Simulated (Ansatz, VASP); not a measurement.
One calculation of B, two programs

The input INCAR:

```
PREC = Accurate
ENCUT = 520
EDIFF = 1E-7
ISMEAR = 0
SIGMA = 0.1
LREAL = F
LASPH = T
NELM = 80
ALGO = Normal
ISIF = 2
LWAVE = F
LCHARG = F
GGA = PE
NBANDS = 16
```

Contents of KPOINTS:

```
regular mesh
0
Gamma
  6 6 6
```

POSCAR

```
B
1.0
    3.3767171000      0.0000000000      0.0000000000
    0.0000000000      3.3767171000      0.0000000000
    0.0000000000      0.0000000000      3.3767171000
B
5
Direct
    0.5000000000      0.5000000000      0.5000000000
    0.0000000000      0.0000000000      0.0000000000
    0.5000000000      0.0000000000      0.0000000000
    0.0000000000      0.5000000000      0.0000000000
    0.0000000000      0.0000000000      0.5000000000
```

Input for Ansatz:

```yaml
crystal:
  lattice:
    - [3.3767171, 0.0, 0.0]
    - [0.0, 3.3767171, 0.0]
    - [0.0, 0.0, 3.3767171]
  atoms:
    - { symbol: B, position: [0.5, 0.5, 0.5] }
    - { symbol: B, position: [0.0, 0.0, 0.0] }
    - { symbol: B, position: [0.5, 0.0, 0.0] }
    - { symbol: B, position: [0.0, 0.5, 0.0] }
    - { symbol: B, position: [0.0, 0.0, 0.5] }
basis:
  ecutwfc: 420
kpoints:
  mp_grid: { grid: [6, 6, 6] }
hamiltonian:
  xc: pbe
scf:
  occupations: { method: gaussian, width: 0.1 }
  lower_state_search: "off"
output:
  forces: true
  stress: true
  eigenvalues: true
```

Alike in both runs: task single point; functional PBE; k mesh 6 × 6 × 6; occupations gaussian, width 0.1 eV; no spin polarisation.

```csv
,VASP,Ansatz
version,VASP 6.6.1,Ansatz 0.2.0
potentials or method,"VASP PAW PBE potentials, release 64 (B), cutoff 520 eV","scalar-relativistic, plane waves, PAW"
valence electrons in the cell,15,15
```

```tsv
	VASP	Ansatz	Ansatz less VASP
gap on the k mesh at the Fermi level (eV)	none	none	-
pressure (GPa)	-1.7	-1.7	+0.06
```

A gap of «none» marks a metal or a gap that the smearing closes.
